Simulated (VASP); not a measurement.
A run of VASP 6.6.1:

File INCAR:

```
  PREC = Accurate
  ENCUT = 520
  EDIFF = 1E-7
  ISMEAR = -1
  SIGMA = 0.05
  LREAL = F
  LASPH = T
  NELM = 150
  ALGO = Normal
  ISIF = 2
  LWAVE = F
  LCHARG = F
  ISPIN = 2
  MAGMOM = 1
  LORBIT = 11
  LMAXMIX = 4
  GGA = PS
  NBANDS = 18
```

Contents of KPOINTS:

```
regular mesh
0
Gamma
  14 14 14
```

The input POSCAR:

```
Rh
1.0
    0.0000000000      1.8901325671      1.8901325671
    1.8901325671      0.0000000000      1.8901325671
    1.8901325671      1.8901325671      0.0000000000
Rh
1
Direct
    0.0000000000      0.0000000000      0.0000000000
```

Potentials or basis: VASP PAW PBE potentials, release 64 (Rh_pv).

Launch:

```console
$ cat potpaw_PBE.64/Rh_pv/POTCAR > POTCAR
$ mpirun -np 1 vasp_std > vasp.out
```

Hardware: 1 thread of AMD EPYC 7R43 64-Core Processor (Zen 3), on a shared host.

Q: Estimate the wall time of this run.

A: Run time: 57 s on 1 thread of AMD EPYC 7R43 64-Core Processor (Zen 3), with other jobs on the host, peak memory 0.12 GiB. Counts: scf iterations 13, k points 104.
